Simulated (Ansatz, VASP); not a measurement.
# Ca3TlRh in VASP and in Ansatz

```
Ca Tl Rh
1.0
     8.49998    0.00000    0.00000
    -4.24999    7.36119    0.00000
     0.00000    0.00000    5.21920
Ca Tl Rh
6 2 2
Direct
  0.20223 0.40446 0.25000
  0.79777 0.20223 0.75000
  0.40446 0.20223 0.75000
  0.59554 0.79777 0.25000
  0.20223 0.79777 0.25000
  0.79777 0.59554 0.75000
  0.00000 0.00000 0.00000
  0.00000 0.00000 0.50000
  0.33333 0.66667 0.75000
  0.66667 0.33333 0.25000
```

Change from the starting cell: species swapped into the RbMnBr3 type (P6_3/mmc, No. 194).

Alike in both runs: functional PBE; k mesh 3 × 3 × 3; occupations gaussian, width 0.2 eV; no spin polarisation.

Ansatz relaxed the structure, and its values are those at the end. VASP's run is a single point on that final structure, the one shown.

|  | VASP | Ansatz |
| --- | --- | --- |
| version | VASP 6.6.1 | Ansatz 0.2.0 |
| potentials or method | VASP PAW PBE potentials, release 64 (Ca_sv, Tl_d, Rh_pv), cutoff 520 eV | scalar-relativistic, plane waves, PAW |
| valence electrons in the cell | 116 | 120 |

|  | VASP | Ansatz | Ansatz less VASP |
| --- | --- | --- | --- |
| gap on the k mesh at the Fermi level (eV) | none | none | - |
| pressure (GPa) | -0.1 | -0.1 | -0.01 |
| rms of the force components (eV/Å) | 0.007 | 0.006 | -0.0010 |

A gap of «none» marks a metal or a gap that the smearing closes. VASP's potentials hold 116 valence electrons a cell and Ansatz's 120, so a difference there can come from the potentials and not from the codes.

The k mesh is coarse, so the values compare programs but aren't converged. Spin-orbit coupling is off throughout.
